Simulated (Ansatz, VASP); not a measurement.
# Se in VASP and in Ansatz

Contents of INCAR:

```
SYSTEM = Se
PREC = Accurate
ENCUT = 520
EDIFF = 1E-8
ISMEAR = -1
SIGMA = 0.03
LREAL = .False.
LASPH = .True.
NELM = 60
ALGO = Normal
ISIF = 2
LWAVE = .False.
LCHARG = .False.
GGA = PE
LEFG = .True.
NBANDS = 16
```

KPOINTS

```
Automatic mesh
0
Gamma
  6 6 5
  0 0 0
```

Contents of POSCAR:

```
Se
1.0
    4.4098619484      0.0000000000      0.0000000000
   -2.2049309742      3.8190524745      0.0000000000
    0.0000000000      0.0000000000      4.9536000000
Se
3
Direct
    0.2254000000      0.0000000000      0.3333333333
    0.0000000000      0.2254000000      0.6666666667
    0.7746000000      0.7746000000      0.0000000000
```

Input for Ansatz:

```yaml
crystal:
  lattice:
    - [4.4098619484, 0.0, 0.0]
    - [-2.2049309742, 3.8190524745, 0.0]
    - [0.0, 0.0, 4.9536]
  atoms:
    - { symbol: Se, position: [0.2254, 0.0, 0.3333333333] }
    - { symbol: Se, position: [0.0, 0.2254, 0.6666666667] }
    - { symbol: Se, position: [0.7746, 0.7746, 0.0] }
kpoints:
  mp_grid: { grid: [6, 6, 5] }
scf:
  occupations: { method: fermi_dirac, width: 0.03 }
hamiltonian:
  xc: pbe
  pseudopotentials: { kind: paw }
output:
  forces: true
  stress: true
  eigenvalues: true
  efg: { contact_densities: true }
```

Change from the starting cell: equal xx and yy strain of +1 %, PAW files.

Alike in both runs: task electric field gradients; functional PBE; k mesh 6 × 6 × 5; occupations fermi-dirac, width 0.03 eV; no spin polarisation.

|  | VASP | Ansatz |
| --- | --- | --- |
| version | VASP 6.6.1 | Ansatz 0.2.0 |
| potentials or method | VASP PAW PBE potentials, release 64 (Se) | PAW with Ansatz's default frozen-core files, scalar-relativistic |
| plane-wave cutoff (eV) | 520 | 420 |
| valence electrons in the cell | 18 | 48 |

|  | VASP | Ansatz | Ansatz less VASP |
| --- | --- | --- | --- |
| gap on the k mesh at the Fermi level (eV) | 1.31 | 1.31 | 0.000 |
| pressure (GPa) | 1.9 | 1.8 | -0.12 |
| traceless stress, the component that is largest in VASP (GPa) | 1.02 | 0.98 | -0.037 |
| rms of the force components (eV/Å) | 0.138 | 0.121 | -0.0171 |
| size of Vzz on the site where it differs most (V/Å²) | 509.7 | 527.2 | +17.47 |

Atom by atom the forces differ by 0.017 eV/Å (rms over components). With one functional, cell and mesh, what is left measures potentials, basis and numerics. VASP's potentials hold 18 valence electrons a cell and Ansatz's 48, so a difference there can come from the potentials and not from the codes.
